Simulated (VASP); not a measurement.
# Ga (P6_3/mmc) in VASP: a series of runs

Ga is run at these levels: PBEsol; tasks: single point, relaxation of cell and atoms.

All numbers are computed with VASP 6.6.1; they aren't measurements. Logs are shortened: lines on timing, memory, paths and dates and some standing lists are left out, and cuts for length are marked.

**1. The cell of the first run**

It takes space group P6_3/mmc (No. 194, hexagonal). The conventional cell has a = 3.079 Å, b = 3.079 Å, c = 4.870 Å, α = 90.00°, β = 90.00°, γ = 120.00°. Ga (site symmetry -6m2) has 12 Ga at 3.01 to 3.08 Å within 4.0 Å.

This isn't the form of Ga at room conditions, which is orthorhombic.

**2. Single point, PBEsol (19.99 Å³/atom)**

Input file INCAR:

```
SYSTEM = Ga
PREC = Accurate
ENCUT = 520
EDIFF = 1E-6
ISMEAR = -1
SIGMA = 0.1
LREAL = .FALSE.
LASPH = .TRUE.
NELM = 80
ALGO = Normal
ISIF = 2
LWAVE = .FALSE.
LCHARG = .TRUE.
GGA = PS
LELF = .TRUE.
LVHAR = .TRUE.
NBANDS = 20
```

Input file KPOINTS:

```
Automatic mesh
0
G
  14 14 8
  0 0 0
```

Input file POSCAR:

```
Ga
1.0
    3.0789296639      0.0000000000      0.0000000000
   -1.5394648320      2.6664313054      0.0000000000
    0.0000000000      0.0000000000      4.8699892527
Ga
2
Direct
    0.3333333333      0.6666666667      0.2500000000
    0.6666666667      0.3333333333      0.7500000000
```

Potentials or basis: VASP PAW PBE potentials, release 64 (Ga_d).

Run with:

```console
$ cat potpaw_PBE.64/Ga_d/POTCAR > POTCAR
$ mpirun -np 1 vasp_std > vasp.out
```

OUTCAR:

```text
SYSTEM = Ga
   PREC = Accurate
   ENCUT = 520
   EDIFF = 1E-6
   ISMEAR = -1
   LREAL = .FALSE.
   LASPH = .TRUE.
   NELM = 80
   ISIF = 2
   GGA = PS

 ion  position               nearest neighbor table
   1  0.333  0.667  0.250-
   2  0.667  0.333  0.750-

  LATTYP: Found a hexagonal cell.
 ALAT       =     3.0789296639
 C/A-ratio  =     1.5817150063

  Lattice vectors:

 A1 = (   3.0789296639,   0.0000000000,   0.0000000000)
 A2 = (  -1.5394648320,   2.6664313054,   0.0000000000)
 A3 = (   0.0000000000,   0.0000000000,   4.8699892527)

Analysis of symmetry for initial positions (statically):
=====================================================================
 Subroutine PRICEL returns:
 Original cell was already a primitive cell.

 Routine SETGRP: Setting up the symmetry group for a
 hexagonal supercell.

 Subroutine GETGRP returns: Found 24 space group operations
 (whereof 12 operations were pure point group operations)
 out of a pool of 24 trial point group operations.

The static configuration has the point symmetry D_3d.
 The point group associated with its full space group is D_6h.

Analysis of symmetry for dynamics (positions and initial velocities):
=====================================================================
 Subroutine PRICEL returns:
 Original cell was already a primitive cell.

 Routine SETGRP: Setting up the symmetry group for a
 hexagonal supercell.

 Subroutine GETGRP returns: Found 24 space group operations
 (whereof 12 operations were pure point group operations)
 out of a pool of 24 trial point group operations.

The dynamic configuration has the point symmetry D_3d.
 The point group associated with its full space group is D_6h.

 Subroutine INISYM returns: Found 24 space group operations
 (whereof 12 operations are pure point group operations),
 and found     1 'primitive' translations

----------------------------------------------------------------------------------------

                                     Primitive cell

  volume of cell :      39.9814

  direct lattice vectors                    reciprocal lattice vectors
     3.078929664  0.000000000  0.000000000     0.324788192  0.187516550  0.000000000
    -1.539464832  2.666431305  0.000000000     0.000000000  0.375033101  0.000000000
     0.000000000  0.000000000  4.869989253     0.000000000  0.000000000  0.205339262

  length of vectors
     3.078929664  3.078929664  4.869989253     0.375033101  0.375033101  0.205339262

  position of ions in fractional coordinates (direct lattice)
     0.333333333  0.666666667  0.250000000
     0.666666667  0.333333333  0.750000000

  ion indices of the primitive-cell ions
   primitive index   ion index
                 1           1
                 2           2

----------------------------------------------------------------------------------------

 KPOINTS: Automatic mesh

Automatic generation of k-mesh.
 Grid dimensions read from file:
 generate k-points for:   14   14    8

 Generating k-lattice:

  Cartesian coordinates                     Fractional coordinates (reciprocal lattice)
     0.023199157  0.013394039  0.000000000     0.071428571  0.000000000  0.000000000
     0.000000000  0.026788079  0.000000000     0.000000000  0.071428571  0.000000000
     0.000000000  0.000000000  0.025667408     0.000000000  0.000000000  0.125000000

  Length of vectors
     0.026788079  0.026788079  0.025667408

  Shift w.r.t. Gamma in fractional coordinates (k-lattice)
     0.000000000  0.000000000  0.000000000

 Subroutine IBZKPT returns following result:
 ===========================================

 Found    120 irreducible k-points:

 Following reciprocal coordinates:
            Coordinates               Weight
  0.000000  0.000000  0.000000      1.000000
  0.071429  0.000000  0.000000      6.000000
  0.142857  0.000000  0.000000      6.000000
  0.214286 -0.000000  0.000000      6.000000
  0.285714  0.000000  0.000000      6.000000
  0.357143  0.000000  0.000000      6.000000
[... 16 lines left out ...]
  0.285714  0.285714  0.000000      6.000000
  0.357143  0.285714  0.000000      6.000000
 [... further k-points ...]
   k-points           NKPTS =    120   k-points in BZ     NKDIM =    120   number of bands    NBANDS=     20
   number of dos      NEDOS =    301   number of ions     NIONS =      2
   total plane-waves  NPLWV =  20736
   dimension x,y,z NGX =    24 NGY =   24 NGZ =   36
   dimension x,y,z NGXF=    48 NGYF=   48 NGZF=   72
   ions per type =               2
   NGX,Y,Z   is equivalent  to a cutoff of  12.96, 12.96, 12.29 a.u.
   NGXF,Y,Z  is equivalent  to a cutoff of  25.92, 25.92, 24.58 a.u.
 SYSTEM =  Ga
   PREC   = accura    normal or accurate (medium, high low for compatibility)
   ISTART =      0    job   : 0-new  1-cont  2-samecut
   ICHARG =      2    charge: 1-file 2-atom 10-const
   ISPIN  =      1    spin polarized calculation?
   LNONCOLLINEAR =      F non collinear calculations
   LSORBIT =      F    spin-orbit coupling
   LASPH  =      T    aspherical Exc in radial PAW
   ENCUT  =  520.0 eV  38.22 Ry    6.18 a.u.   5.72  5.72  9.05*2*pi/ulx,y,z
   NELM   =     80;   NELMIN=  2; NELMDL= -5     # of ELM steps
   EDIFF  = 0.1E-05   stopping-criterion for ELM
   LREAL  =      F    real-space projection
   EDIFFG = 0.1E-04   stopping-criterion for IOM
   NSW    =      0    number of steps for IOM
   IBRION =     -1    ionic relax: 0-MD 1-quasi-New 2-CG
   NFREE  =      0    steps in history (QN), initial steepest desc. (CG)
   ISIF   =      2    stress and relaxation
   ISYM   =      2    0-nonsym 1-usesym 2-fastsym
   POTIM  = 0.5000    time-step for ionic-motion
   TEBEG  =    0.0;   TEEND  =   0.0 temperature during run
   PSTRESS=    0.0 pullay stress
   NELECT =      26.0000    total number of electrons
   NUPDOWN=      -1.0000    fix difference up-down
   EMIN   =  10.00;   EMAX   =-10.00  energy-range for DOS
   EFERMI =   0.00;   METHOD = LEGACY
   ISMEAR =    -1;   SIGMA  =   0.10  broadening in eV -4-tet -1-fermi 0-gaus
   EFERMI_NEDOS =   21; number of points for ismear=-14 and -15
   IALGO  =     38    algorithm
   IMIX   =      4    mixing-type and parameters
     AMIX     =   0.40;   BMIX     =  1.00
     AMIX_MAG =   1.60;   BMIX_MAG =  1.00
  volume/ion in A,a.u.               =      19.99       134.90
  Fermi-wavevector in a.u.,A,eV,Ry     =   1.418338  2.680271 27.370624  2.011684
  Thomas-Fermi vector in A             =   2.539474
   LORBIT       =      0    0 simple, 1 ext, 2 COOP (PROOUT), +10 PAW based schemes
   GGA     = PS    functional components
   LHFCALC =     F    Hartree Fock is set to
   AEXX    =    0.0000 exact exchange contribution
   IVDW    =     0    specifies the selected vdW correction
   LEPSILON=     F    determine dielectric tensor
   LRPA    =     F    only Hartree local field effects (RPA)
 non-spin polarized calculation
  energy-cutoff  :      520.00
  volume of cell :       39.98
 maximum number of plane-waves:      1100
 NGX is ok and might be reduce to    24
   NGX = 11   NGY = 11   NGZ = 19

 number of electron      26.0000012 magnetization

 Free energy of the ion-electron system (eV)
  ---------------------------------------------------
  ext. energy  EPLUGINS =         0.00000000
  ---------------------------------------------------
  free energy    TOTEN  =        -6.57940011 eV

  energy without entropy =       -6.55160348  energy(sigma->0) =       -6.56550179

 E-fermi :   4.9096     XC(G=0): -10.8650

 val. band max:        4.8925100940   @ k =   0.3571   0.0000   0.5000
 cond. band min:       4.9204852260   @ k =   0.3571   0.2857   0.2500
 fundamental gap:      0.0279751320
 Fermi energy:         4.9095879589

 k-point     1 :       0.0000    0.0000    0.0000
  band No.  band energies     occupation
      1      -9.9583      2.00000
      2      -9.8849      2.00000
      3      -9.8849      2.00000
      4      -9.8841      2.00000
      5      -9.8639      2.00000
      6      -9.8639      2.00000
[... 12 lines left out ...]
     19      17.7321      0.00000
     20      18.3977      0.00000

 k-point     2 :       0.0714    0.0000    0.0000
  band No.  band energies     occupation
      1      -9.9538      2.00000
      2      -9.8983      2.00000
      3      -9.8767      2.00000
      4      -9.8690      2.00000
      5      -9.8632      2.00000
      6      -9.8563      2.00000
[... 12 lines left out ...]
     19      18.0904      0.00000
     20      18.6612      0.00000

 k-point     3 :       0.1429    0.0000    0.0000
  band No.  band energies     occupation
      1      -9.9503      2.00000
      2      -9.9048      2.00000
      3      -9.8654      2.00000
      4      -9.8611      2.00000
      5      -9.8569      2.00000
      6      -9.8537      2.00000
[... 12 lines left out ...]
     19      16.4404      0.00000
     20      19.6032      0.00000

 k-point     4 :       0.2143   -0.0000    0.0000
  band No.  band energies     occupation
      1      -9.9648      2.00000
      2      -9.8984      2.00000
      3      -9.8836      2.00000
      4      -9.8707      2.00000
      5      -9.8618      2.00000
      6      -9.8204      2.00000
[... 12 lines left out ...]
     19      15.7800      0.00000
     20      18.7524      0.00000

 k-point     5 :       0.2857    0.0000    0.0000
  band No.  band energies     occupation
      1      -9.9872      2.00000
      2      -9.9120      2.00000
      3      -9.9010      2.00000
      4      -9.8849      2.00000
      5      -9.8452      2.00000
      6      -9.7848      2.00000
[... 12 lines left out ...]
     19      15.1890      0.00000
     20      18.1323      0.00000
[... 353 lines left out ...]
      6      -9.8113      2.00000
[... 12 lines left out ...]
     19      12.9582      0.00000
     20      18.8571      0.00000

 k-point    22 :       0.3571    0.2143    0.0000
  band No.  band energies     occupation
      1      -9.9843      2.00000
      2      -9.9509      2.00000
      3      -9.8847      2.00000
      4      -9.8830      2.00000
      5      -9.8311      2.00000
      6      -9.8054      2.00000
[... 12 lines left out ...]
     19      12.5821      0.00000
     20      18.6922      0.00000

 k-point    23 :       0.2857    0.2857    0.0000
  band No.  band energies     occupation
      1      -9.9866      2.00000
      2      -9.9091      2.00000
      3      -9.9053      2.00000
      4      -9.8763      2.00000
      5      -9.8365      2.00000
      6      -9.8102      2.00000
[... 12 lines left out ...]
     19      11.8902      0.00000
     20      21.1788      0.00000

 k-point    24 :       0.3571    0.2857    0.0000
  band No.  band energies     occupation
      1      -9.9916      2.00000
      2      -9.9088      2.00000
      3      -9.8818      2.00000
      4      -9.8678      2.00000
      5      -9.8471      2.00000
      6      -9.8316      2.00000
[... 12 lines left out ...]
     19      11.5391      0.00000
     20      21.3541      0.00000

 [... further k-points ...]

------------------------ aborting loop because EDIFF is reached ----------------------------------------

  FORCE on cell =-STRESS in cart. coord.  units (eV):
  Direction    XX          YY          ZZ          XY          YZ          ZX
  --------------------------------------------------------------------------------------
  -------------------------------------------------------------------------------------
  Total       -1.2380755     -1.2380755     -1.1550917      0.0000000      0.0000000      0.0000000
  in kB      -49.6134628    -49.6134628    -46.2880478      0.0000000      0.0000000      0.0000000
  external PRESSURE =     -48.5049911 kB  Pullay stress =       0.0000000 kB

 VOLUME and BASIS-vectors are now :
 -----------------------------------------------------------------------------
  energy-cutoff  :      520.00
  volume of cell :       39.98
      direct lattice vectors                 reciprocal lattice vectors
     3.078929664  0.000000000  0.000000000     0.324788192  0.187516550  0.000000000
    -1.539464832  2.666431305  0.000000000     0.000000000  0.375033101  0.000000000
     0.000000000  0.000000000  4.869989253     0.000000000  0.000000000  0.205339262

 POSITION                                       TOTAL-FORCE (eV/Angst)
 -----------------------------------------------------------------------------------
     -0.00000      1.77762      1.21750        -0.000000      0.000000      0.000000
      1.53946      0.88881      3.65249         0.000000     -0.000000      0.000000
 -----------------------------------------------------------------------------------
    total drift:                               -0.000000      0.000000      0.000000

  FREE ENERGIE OF THE ION-ELECTRON SYSTEM (eV)
  ---------------------------------------------------
  free  energy   TOTEN  =        -6.5794001110 eV

  energy  without entropy=       -6.5516034761  energy(sigma->0) =       -6.56550179
```

Run time: 1.7 min. Hardware: 1 thread of Intel Xeon 8259CL, shared host; peak memory 0.2 GiB.

Results:

```yaml
Free_energy: -6.5794 eV
Pressure: -4.9 GPa
Band_gap_on_the_k_mesh: zero (bands 13 and 14 overlap by 7.38 eV)
```

Levels at points of the mesh, in eV from the Fermi level:
```
           k point  band 10  band 11  band 12  band 13  band 14  band 15  band 16  band 17
(0.00, 0.00, 0.00)   -14.62   -10.65    -4.56    -3.59     8.73     8.73    10.71    10.71
(0.50, 0.00, 0.00)   -14.60    -5.67    -4.76     0.38     0.83     1.05     3.14     4.40
(0.00, 0.00, 0.50)   -14.66    -9.03    -9.03     3.96     3.96     9.90     9.90     9.90
(0.50, 0.00, 0.50)   -14.62    -4.16    -4.16    -2.97    -2.97     6.08     6.08     7.20
```

Caveat: the cell stands under tension; the PAW data sets were made with another functional, which shifts forces and pressure a little.

**3. Relaxation of cell and atoms, PBEsol**

This run uses another cell than the first one, of 19.59 Å³/atom.

Input file INCAR:

```
SYSTEM = Ga
ALGO     = Normal         ! electronic algorithm
EDIFF    = 1E-6           ! SCF threshold, eV
EDIFFG   = -0.01          ! ionic threshold
ENCUT    = 600            ! plane-wave cutoff, eV
GGA      = PS             ! functional
IBRION   = 2              ! ionic algorithm
ISIF     = 3              ! what is computed and relaxed
ISMEAR   = -1             ! smearing method
LASPH    = .True.         ! aspherical terms in the spheres
LCHARG   = .False.        ! write CHGCAR
LREAL    = .False.        ! projectors in reciprocal space
LWAVE    = .False.        ! write WAVECAR
NELM     = 100            ! most SCF steps
NSW      = 80             ! ionic steps
PREC     = Accurate       ! precision mode
SIGMA    = 0.1            ! smearing width, eV
```

Input file KPOINTS:

```
k-points
0
Gamma
  12 12 7
  0 0 0
```

Input file POSCAR:

```
Ga
1.0
    3.0261186087      0.0000000000      0.0000000000
   -1.5130593044      2.6206955900      0.0000000000
    0.0000000000      0.0000000000      4.9416516880
Ga
2
Direct
    0.3333333333      0.6666666667      0.2500000000
    0.6666666667      0.3333333333      0.7500000000
```

Potentials or basis: VASP PAW PBE potentials, release 64 (Ga_d).

Run with:

```console
$ cat potpaw_PBE.64/Ga_d/POTCAR > POTCAR
$ mpirun -np 1 vasp_std > vasp.out
```

It took 4.7 min on 1 thread of Intel Xeon 8259CL, shared host; peak memory 0.2 GiB.

Results (log left out):

| Property | Result |
| --- | --- |
| Free energy | -6.6627 eV |
| Relaxed volume | 17.84 Å³/atom |
| Relaxed cell | a = 2.964 Å, b = 2.964 Å, c = 4.689 Å, α = 90.00°, β = 90.00°, γ = 120.00° |
| Space group after relaxing (to 0.1 Å) | P6_3/mmc (No. 194) |
| Energy gained by relaxing | 28.2 meV/atom |
| Ionic steps | 6 |
| Pressure after relaxing | 0.1 GPa |
| Band gap on the k mesh | zero (bands 13 and 14 overlap by 6.55 eV) |

Step by step:
| step | energy change (eV) | largest force (eV/Å) | pressure (GPa) | volume (Å³) |
| --- | --- | --- | --- | --- |
| 1 | 0.0000 | 0.0000 | -4.42 | 39.19 |
| 2 | -0.0527 | 0.0000 | -0.82 | 36.20 |
| 3 | -0.0542 | 0.0000 | 0.06 | 35.67 |
| 4 | -0.0550 | 0.0000 | 0.04 | 35.67 |
| 5 | -0.0564 | 0.0000 | 0.10 | 35.68 |
| 6 | -0.0564 | 0.0000 | 0.06 | 35.68 |

Final structure:
```xyz
2
Lattice="2.9644 0.0000 0.0000 -1.4822 2.5672 0.0000 0.0000 0.0000 4.6888" Properties=species:S:1:pos:R:3 pbc="T T T"
Ga    0.0000    1.7115    1.1722
Ga    1.4822    0.8557    3.5166
```

Levels at points of the mesh, in eV from the Fermi level:
```tsv
k point	band 9	band 10	band 11	band 12	band 13	band 14	band 15	band 16	band 17
(0.00, 0.00, 0.00)	-14.65	-14.65	-11.51	-4.60	-4.11	9.62	9.62	11.74	11.74
(0.50, 0.00, 0.00)	-14.63	-14.62	-5.93	-5.18	0.85	0.93	1.02	3.23	4.73
```

Caveat: the PAW data sets were made with another functional, which shifts forces and pressure a little.

(Part 1 of 2 ends here.)

The gap in the log of VASP goes by the Fermi energy; the results here count the filled bands.